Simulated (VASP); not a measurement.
Set up this calculation in VASP 6.6.1, as the native input.

* Task: single point
* Functional: PBE
* Potentials or basis: VASP PAW PBE potentials, release 64 (Sc_sv)
* Cutoff: 520 eV
* k mesh: 11 × 11 × 6
* Occupations: gaussian, width 0.1 eV
* Spin: no spin polarisation
* Dipole correction: no
* Further INCAR settings: ALGO = Normal; EDIFF = 1e-06; NBANDS = 18

The structure of Sc lies in POSCAR:

```
Sc
1.0
    3.3193628924      0.0000000000      0.0000000000
   -1.6596814462      2.8746525892      0.0000000000
    0.0000000000      0.0000000000      5.1842605006
Sc
2
Direct
    0.3333333333      0.6666666667      0.2500000000
    0.6666666667      0.3333333333      0.7500000000
```

These files were run (other wordings do the same):

INCAR

```
PREC     = Accurate       # precision mode
ENCUT    = 520            # plane-wave cutoff, eV
EDIFF    = 1E-6           # SCF threshold, eV
ISMEAR   = 0              # smearing method
SIGMA    = 0.1            # smearing width, eV
LREAL    = False          # projectors in reciprocal space
LASPH    = True           # aspherical terms in the spheres
NELM     = 60             # most SCF steps
ALGO     = Normal         # electronic algorithm
ISIF     = 2              # what is computed and relaxed
LWAVE    = False          # write WAVECAR
LCHARG   = False          # write CHGCAR
GGA      = PE             # functional
NBANDS   = 18             # bands
```

KPOINTS

```
Automatic mesh
0
Gamma
  11 11 6
```

Potentials or basis: VASP PAW PBE potentials, release 64 (Sc_sv).

The run is started by

```sh
$ cat potpaw_PBE.64/Sc_sv/POTCAR > POTCAR
$ mpirun -np 1 vasp_std > vasp.out
```

Results of the run:

```yaml
Pressure: -0.2 GPa
Band_gap_on_the_k_mesh: zero (band 11 reaches 4.63 eV, above the bottom of band 12 at 3.17 eV)
```

It took 110 s on 1 thread of Intel Xeon 8259CL, on a shared host, peak memory 0.2 GiB.
